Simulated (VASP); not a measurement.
Runs of VASP 6.6.1 on CdS. The structure is that of space group P6_3mc (No. 186), or close to it. The cells are those of the table. 

```csv
potentials or basis,cell,cutoff (eV),second run,gap on the mesh (eV),pressure (GPa)
"VASP PAW PBE potentials, release 64 (Cd, S)","a = 4.154, b = 4.154, c = 6.759 Å, angles 90.0, 90.0, 120.0°, 4 atoms",520,-,1.19,2.1
"VASP PAW PBE potentials, release 64 (Cd, S)","a = 4.238, b = 4.238, c = 6.895 Å, angles 90.0, 90.0, 120.0°, 4 atoms",520,-,1.04,-1.2
"VASP PAW PBE potentials, release 64 (Cd, S)","a = 4.111, b = 4.111, c = 6.688 Å, angles 90.0, 90.0, 120.0°, 4 atoms",520,-,1.26,4.2
"VASP PAW PBE potentials, release 64 (Cd, S)","a = 4.197, b = 4.197, c = 6.828 Å, angles 90.0, 90.0, 120.0°, 4 atoms",520,-,(c),0.3
"VASP PAW PBE potentials, release 64 (Cd_sv_GW, S)","a = 4.111, b = 4.111, c = 6.688 Å, angles 90.0, 90.0, 120.0°, 4 atoms",540,valence_matched,(b),2.8
"VASP PAW PBE potentials, release 64 (Cd, S)","a = 4.279, b = 4.279, c = 6.962 Å, angles 90.0, 90.0, 120.0°, 4 atoms",520,-,(a),-2.5
```

Alike in all rows: task single point; level PBE; no spin polarisation; k mesh 6 × 6 × 4; smearing gaussian 0.01 eV.

Problem. Estimate the missing entries.

Solution. (a) 0.97; (b) 1.25; (c) 1.11.

A k mesh can miss the band edges, and the runs leave out spin-orbit coupling on Cd.

The runs don't all hold the same shells in valence.
